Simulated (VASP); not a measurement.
# Mo (P-1) in VASP: settings compared

The runs below take Mo through single point, with LDA, r2SCAN.

Program: VASP 6.6.1. These are calculated values, not measurements. Logs are shortened: lines on timing, memory, paths and dates and some standing lists are left out, and cuts for length are marked.

## (1) The cell of the first run

The typed cell holds 1 atom: a = 2.785 Å, b = 2.985 Å, c = 2.927 Å, α = 59.76°, β = 54.74°, γ = 58.94°.

## (2) Single point, LDA

The input, INCAR:

```
PREC = Accurate
ENCUT = 520
EDIFF = 1E-7
ISMEAR = -1
SIGMA = 0.05
LREAL = False
LASPH = True
NELM = 100
ALGO = Fast
ISIF = 2
LWAVE = False
LCHARG = False
NBANDS = 13
```

The input, KPOINTS:

```
Automatic mesh
0
Gamma
  7 6 7
```

The input, POSCAR:

```
Mo
1.0
    0.1575306600      2.0190446400      1.9118309000
    2.1247256100     -0.0263960200      2.0957575800
    2.0299532600      2.1081989700      0.0683763300
Mo
1
Direct
    0.0000000000      0.0000000000      0.0000000000
```

Potentials or basis: VASP PAW LDA potentials, release 64 (Mo_sv).

On the command line:

```
$ cat potpaw_LDA.64/Mo_sv/POTCAR > POTCAR
$ mpirun -np 1 vasp_std > vasp.out
```

OUTCAR:

```text
PREC = Accurate
   ENCUT = 520
   EDIFF = 1E-7
   ISMEAR = -1
   LREAL = False
   LASPH = True
   NELM = 100
   ISIF = 2

 ion  position               nearest neighbor table
   1  0.000  0.000  0.000-

  LATTYP: Found a triclinic cell.
 ALAT       =     2.9274371825
 B/A-ratio  =     1.0194990096
 C/A-ratio  =     0.8980940279
 COS(alpha) =     0.0143497125
 COS(beta)  =     0.5018909665
 COS(gamma) =     0.5036911362

  Lattice vectors:

 A1 = (   2.0299532600,   2.1081989700,   0.0683763300)
 A2 = (   2.1247256100,  -0.0263960200,   2.0957575800)
 A3 = (   1.8724226000,   0.0891543300,  -1.8434545700)

Analysis of symmetry for initial positions (statically):
=====================================================================
 Subroutine PRICEL returns:
 Original cell was already a primitive cell.

 Routine SETGRP: Setting up the symmetry group for a
 triclinic supercell.

 Subroutine GETGRP returns: Found  2 space group operations
 (whereof  2 operations were pure point group operations)
 out of a pool of  2 trial point group operations.

The static configuration has the point symmetry S_2 .

Analysis of symmetry for dynamics (positions and initial velocities):
=====================================================================
 Subroutine PRICEL returns:
 Original cell was already a primitive cell.

 Routine SETGRP: Setting up the symmetry group for a
 triclinic supercell.

 Subroutine GETGRP returns: Found  2 space group operations
 (whereof  2 operations were pure point group operations)
 out of a pool of  2 trial point group operations.

The dynamic configuration has the point symmetry S_2 .

 Subroutine INISYM returns: Found  2 space group operations
 (whereof  2 operations are pure point group operations),
 and found     1 'primitive' translations

----------------------------------------------------------------------------------------

                                     Primitive cell

  volume of cell :      16.2662

  direct lattice vectors                    reciprocal lattice vectors
     0.157530660  2.019044640  1.911830900    -0.271734545  0.252610808  0.278672148
     2.124725610 -0.026396020  2.095757580     0.239298271 -0.237926770  0.231551836
     2.029953260  2.108198970  0.068376330     0.263239242  0.229431467 -0.263988109

  length of vectors
     2.785041213  2.984519308  2.927437182     0.464015139  0.409254277  0.437748122

  position of ions in fractional coordinates (direct lattice)
     0.000000000  0.000000000  0.000000000

  ion indices of the primitive-cell ions
   primitive index   ion index
                 1           1

----------------------------------------------------------------------------------------

 KPOINTS: Automatic mesh

Automatic generation of k-mesh.
 Grid dimensions read from file:
 generate k-points for:    7    6    7

 Generating k-lattice:

  Cartesian coordinates                     Fractional coordinates (reciprocal lattice)
    -0.038819221  0.036087258  0.039810307     0.142857143  0.000000000 -0.000000000
     0.039883045 -0.039654462  0.038591973    -0.000000000  0.166666667 -0.000000000
     0.037605606  0.032775924 -0.037712587     0.000000000  0.000000000  0.142857143

  Length of vectors
     0.066287877  0.068209046  0.062535446

  Shift w.r.t. Gamma in fractional coordinates (k-lattice)
     0.000000000  0.000000000  0.000000000

 Subroutine IBZKPT returns following result:
 ===========================================

 Found    148 irreducible k-points:

 Following reciprocal coordinates:
            Coordinates               Weight
  0.000000  0.000000  0.000000      1.000000
  0.142857 -0.000000  0.000000      2.000000
  0.285714 -0.000000  0.000000      2.000000
  0.428571 -0.000000 -0.000000      2.000000
  0.000000  0.166667  0.000000      2.000000
  0.142857  0.166667  0.000000      2.000000
[... 16 lines left out ...]
 -0.000000  0.000000  0.142857      2.000000
  0.142857  0.000000  0.142857      2.000000
 [... further k-points ...]
   k-points           NKPTS =    148   k-points in BZ     NKDIM =    148   number of bands    NBANDS=     13
   number of dos      NEDOS =    301   number of ions     NIONS =      1
   total plane-waves  NPLWV =  13824
   dimension x,y,z NGX =    24 NGY =   24 NGZ =   24
   dimension x,y,z NGXF=    48 NGYF=   48 NGZF=   48
   ions per type =               1
   NGX,Y,Z   is equivalent  to a cutoff of  14.33, 13.37, 13.63 a.u.
   NGXF,Y,Z  is equivalent  to a cutoff of  28.65, 26.74, 27.26 a.u.
 SYSTEM =  unknown system
   PREC   = accura    normal or accurate (medium, high low for compatibility)
   ISTART =      0    job   : 0-new  1-cont  2-samecut
   ICHARG =      2    charge: 1-file 2-atom 10-const
   ISPIN  =      1    spin polarized calculation?
   LNONCOLLINEAR =      F non collinear calculations
   LSORBIT =      F    spin-orbit coupling
   LASPH  =      T    aspherical Exc in radial PAW
   ENCUT  =  520.0 eV  38.22 Ry    6.18 a.u.   5.18  5.55  5.44*2*pi/ulx,y,z
   NELM   =    100;   NELMIN=  2; NELMDL= -5     # of ELM steps
   EDIFF  = 0.1E-06   stopping-criterion for ELM
   LREAL  =      F    real-space projection
   EDIFFG = 0.1E-05   stopping-criterion for IOM
   NSW    =      0    number of steps for IOM
   IBRION =     -1    ionic relax: 0-MD 1-quasi-New 2-CG
   NFREE  =      0    steps in history (QN), initial steepest desc. (CG)
   ISIF   =      2    stress and relaxation
   ISYM   =      2    0-nonsym 1-usesym 2-fastsym
   POTIM  = 0.5000    time-step for ionic-motion
   TEBEG  =    0.0;   TEEND  =   0.0 temperature during run
   PSTRESS=    0.0 pullay stress
   NELECT =      14.0000    total number of electrons
   NUPDOWN=      -1.0000    fix difference up-down
   EMIN   =  10.00;   EMAX   =-10.00  energy-range for DOS
   EFERMI =   0.00;   METHOD = LEGACY
   ISMEAR =    -1;   SIGMA  =   0.05  broadening in eV -4-tet -1-fermi 0-gaus
   EFERMI_NEDOS =   21; number of points for ismear=-14 and -15
   IALGO  =     68    algorithm
   IMIX   =      4    mixing-type and parameters
     AMIX     =   0.40;   BMIX     =  1.00
     AMIX_MAG =   1.60;   BMIX_MAG =  1.00
  volume/ion in A,a.u.               =      16.27       109.77
  Fermi-wavevector in a.u.,A,eV,Ry     =   1.557241  2.942759 32.994115  2.424999
  Thomas-Fermi vector in A             =   2.660920
   LORBIT       =      0    0 simple, 1 ext, 2 COOP (PROOUT), +10 PAW based schemes
   GGA     = CA    functional components
   LHFCALC =     F    Hartree Fock is set to
   AEXX    =    0.0000 exact exchange contribution
   IVDW    =     0    specifies the selected vdW correction
   LEPSILON=     F    determine dielectric tensor
   LRPA    =     F    only Hartree local field effects (RPA)
 non-spin polarized calculation
 RMM-DIIS sequential band-by-band and
  energy-cutoff  :      520.00
  volume of cell :       16.27
 maximum number of plane-waves:       449
 NGX is ok and might be reduce to    24
   NGX = 11   NGY = 11   NGZ = 11

 number of electron      14.0000000 magnetization

 Free energy of the ion-electron system (eV)
  ---------------------------------------------------
  ext. energy  EPLUGINS =         0.00000000
  ---------------------------------------------------
  free energy    TOTEN  =       -11.73614812 eV

  energy without entropy =      -11.73108535  energy(sigma->0) =      -11.73361673

 E-fermi :  11.6672     XC(G=0): -13.3562

 val. band max:       11.6651646089   @ k =  -0.1429   0.3333   0.2857
 cond. band min:      11.6731427284   @ k =  -0.1429  -0.1667   0.4286
 fundamental gap:      0.0079781196
 Fermi energy:        11.6671852412

 k-point     1 :       0.0000    0.0000    0.0000
  band No.  band energies     occupation
      1     -49.0247      2.00000
      2     -22.6857      2.00000
      3     -22.5803      2.00000
      4     -22.3212      2.00000
      5       4.7639      2.00000
      6       9.7730      2.00000
      7       9.9255      2.00000
      8      12.1326      0.00018
      9      13.1175      0.00000
     10      13.8855      0.00000
     11      24.4713      0.00000
     12      28.5569      0.00000
     13      28.8395      0.00000

 k-point     2 :       0.1429   -0.0000    0.0000
  band No.  band energies     occupation
      1     -48.9624      2.00000
      2     -22.7331      2.00000
      3     -22.6908      2.00000
      4     -22.5928      2.00000
      5       5.6575      2.00000
      6      10.3550      2.00000
      7      10.5327      2.00000
      8      11.3519      1.99635
      9      12.6558      0.00000
     10      13.1788      0.00000
     11      25.9813      0.00000
     12      28.7327      0.00000
     13      30.5042      0.00000

 k-point     3 :       0.2857   -0.0000    0.0000
  band No.  band energies     occupation
      1     -48.8201      2.00000
      2     -23.3873      2.00000
      3     -22.7844      2.00000
      4     -22.7707      2.00000
      5       7.0340      2.00000
      6      10.6822      2.00000
      7      10.9003      2.00000
      8      11.1723      1.99990
      9      13.1662      0.00000
     10      13.4535      0.00000
     11      24.3441      0.00000
     12      29.4388      0.00000
     13      33.3386      0.00000
[... 305 lines left out ...]
 k-point    23 :      -0.0000    0.0000    0.1429
  band No.  band energies     occupation
      1     -48.9743      2.00000
      2     -22.7602      2.00000
      3     -22.6836      2.00000
      4     -22.5037      2.00000
      5       5.5538      2.00000
      6      10.0450      2.00000
      7      10.1678      2.00000
      8      11.9046      0.01717
      9      12.9384      0.00000
     10      13.3880      0.00000
     11      25.7873      0.00000
     12      27.7520      0.00000
     13      30.3818      0.00000

 k-point    24 :       0.1429    0.0000    0.1429
  band No.  band energies     occupation
      1     -48.9761      2.00000
      2     -22.8237      2.00000
      3     -22.7597      2.00000
      4     -22.3864      2.00000
      5       5.7338      2.00000
      6       9.2793      2.00000
      7      10.6266      2.00000
      8      11.9300      0.01039
      9      12.6241      0.00000
     10      14.1270      0.00000
     11      26.3094      0.00000
     12      28.4699      0.00000
     13      28.8911      0.00000

 [... further k-points ...]
[... 5 lines left out ...]
  --------------------------------------------------------------------------------------
  -------------------------------------------------------------------------------------
  Total       -1.2857783     -0.8786407     -1.6856589      0.2682562     -0.1336730     -0.1367300
  in kB     -126.6460066    -86.5439509   -166.0332715     26.4225770    -13.1664611    -13.4675731
  external PRESSURE =    -126.4077430 kB  Pullay stress =       0.0000000 kB

 VOLUME and BASIS-vectors are now :
 -----------------------------------------------------------------------------
  energy-cutoff  :      520.00
  volume of cell :       16.27
      direct lattice vectors                 reciprocal lattice vectors
     0.157530660  2.019044640  1.911830900    -0.271734545  0.252610808  0.278672148
     2.124725610 -0.026396020  2.095757580     0.239298271 -0.237926770  0.231551836
     2.029953260  2.108198970  0.068376330     0.263239242  0.229431467 -0.263988109

 POSITION                                       TOTAL-FORCE (eV/Angst)
 -----------------------------------------------------------------------------------
      0.00000      0.00000      0.00000         0.000000      0.000000      0.000000
 -----------------------------------------------------------------------------------
    total drift:                                0.000000     -0.000000     -0.000000

  FREE ENERGIE OF THE ION-ELECTRON SYSTEM (eV)
  ---------------------------------------------------
  free  energy   TOTEN  =       -11.7361481199 eV

  energy  without entropy=      -11.7310853455  energy(sigma->0) =      -11.73361673
```

Run time: 35 s. Hardware: 1 thread of AMD EPYC 7R13 (Zen 3), shared host; peak memory 0.11 GiB.

Results:

```
Free energy            : -11.7361 eV
Pressure               : -12.6 GPa
Band gap on the k mesh : zero (band 7 reaches 14.38 eV, above the bottom of band 8 at 10.87 eV)
```

Levels at points of the mesh, in eV from the Fermi level:
```
           k point  band 4  band 5  band 6  band 7  band 8  band 9  band 10  band 11
(0.00, 0.00, 0.00)  -33.99   -6.90   -1.89   -1.74    0.47    1.45     2.22    12.80
(0.00, 0.50, 0.00)  -34.10   -4.79   -2.14    0.36    0.59    3.05     3.83     9.58
```

Caveat: the k points lie up to 0.43 Å⁻¹ apart.

## (3) Single point, r2SCAN

POSCAR is that of step 2.

The input, INCAR.step1:

```
PREC     = Accurate       # precision mode
ENCUT    = 520            # plane-wave cutoff, eV
ISMEAR   = -1             # smearing method
SIGMA    = 0.05           # smearing width, eV
LREAL    = F              # projectors in reciprocal space
LASPH    = T              # aspherical terms in the spheres
NELM     = 100            # most SCF steps
NBANDS   = 13             # bands
GGA      = PE             # functional
ALGO     = Normal         # electronic algorithm
EDIFF    = 1E-4           # SCF threshold, eV
LWAVE    = T              # write WAVECAR
LCHARG   = F              # write CHGCAR
```

The input, INCAR.step2:

```
PREC     = Accurate       # precision mode
ENCUT    = 520            # plane-wave cutoff, eV
EDIFF    = 1E-6           # SCF threshold, eV
ISMEAR   = -1             # smearing method
SIGMA    = 0.05           # smearing width, eV
LREAL    = F              # projectors in reciprocal space
LASPH    = T              # aspherical terms in the spheres
NELM     = 100            # most SCF steps
ALGO     = Normal         # electronic algorithm
ISIF     = 2              # what is computed and relaxed
LWAVE    = F              # write WAVECAR
LCHARG   = T              # write CHGCAR
METAGGA  = R2SCAN         # meta-GGA
LMIXTAU  = T            
LELF     = T              # ELF
LVHAR    = T            
NBANDS   = 13             # bands
ISTART   = 1
```

The input, KPOINTS:

```
regular mesh
0
Gamma
  7 6 7
```

Potentials or basis: VASP PAW PBE potentials, release 64 (Mo_sv).

On the command line:

```
$ cat potpaw_PBE.64/Mo_sv/POTCAR > POTCAR
$ cp INCAR.step1 INCAR
$ mpirun -np 1 vasp_std > vasp.out
$ cp INCAR.step2 INCAR
$ mpirun -np 1 vasp_std > vasp.out
```

Run time: 1.8 min. Hardware: 1 thread of AMD EPYC 7R13 (Zen 3), shared host; peak memory 0.13 GiB.

Results (log left out):

```
Free energy            : -25.6828 eV
Pressure               : -3.6 GPa
Band gap on the k mesh : zero (band 7 reaches 14.54 eV, above the bottom of band 8 at 10.99 eV)
```

Stress tensor (GPa, compression positive):
```
-3.25  4.08 -1.93
 4.08 -0.09 -1.32
-1.93 -1.32 -7.48
```

Levels at points of the mesh, in eV from the Fermi level:
| k point | band 4 | band 5 | band 6 | band 7 | band 8 | band 9 | band 10 | band 11 |
| --- | --- | --- | --- | --- | --- | --- | --- | --- |
| (0.00, 0.00, 0.00) | -35.34 | -7.36 | -2.04 | -1.89 | 0.55 | 1.65 | 2.44 | 13.26 |
| (0.00, 0.50, 0.00) | -35.46 | -5.11 | -2.27 | 0.38 | 0.48 | 3.25 | 4.06 | 10.10 |

Caveat: the k points lie up to 0.43 Å⁻¹ apart; the PAW data sets were made with another functional, which shifts forces and pressure a little.
